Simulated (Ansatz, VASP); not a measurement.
# GdN in VASP and in Ansatz

```
Gd N
1.0
     0.00000    2.50931    2.50931
     2.50931    0.00000    2.50931
     2.50931    2.50931    0.00000
Gd N
1 1
Direct
  0.50000 0.50000 0.50000
  0.00000 0.00000 0.00000
```

Alike in both runs: task single point; functional PBE; k mesh 12 × 12 × 12; occupations gaussian, width 0.05 eV; collinear spin.

|  | VASP | Ansatz |
| --- | --- | --- |
| version | VASP 6.6.1 | Ansatz 0.2.0 |
| potentials or method | VASP PAW PBE potentials, release 64 (Gd, N), cutoff 520 eV | scalar-relativistic, plane waves, PAW |
| valence electrons in the cell | 23 | 23 |

|  | VASP | Ansatz | Ansatz less VASP |
| --- | --- | --- | --- |
| gap on the k mesh at the Fermi level (eV) | none | none | - |
| pressure (GPa) | -2.9 | -2.9 | -0.06 |
| net moment per atom (μB) | 3.50 | 3.50 | 0.000 |
| size of the moment on the site where the two differ most (μB) | 6.80 | 6.87 | +0.066 |

Site moments also hang on the region over which each program counts them. A gap of «none» marks a metal or a gap that the smearing closes. Ansatz's warnings: stability check not made.

Neither program's run includes spin-orbit coupling.
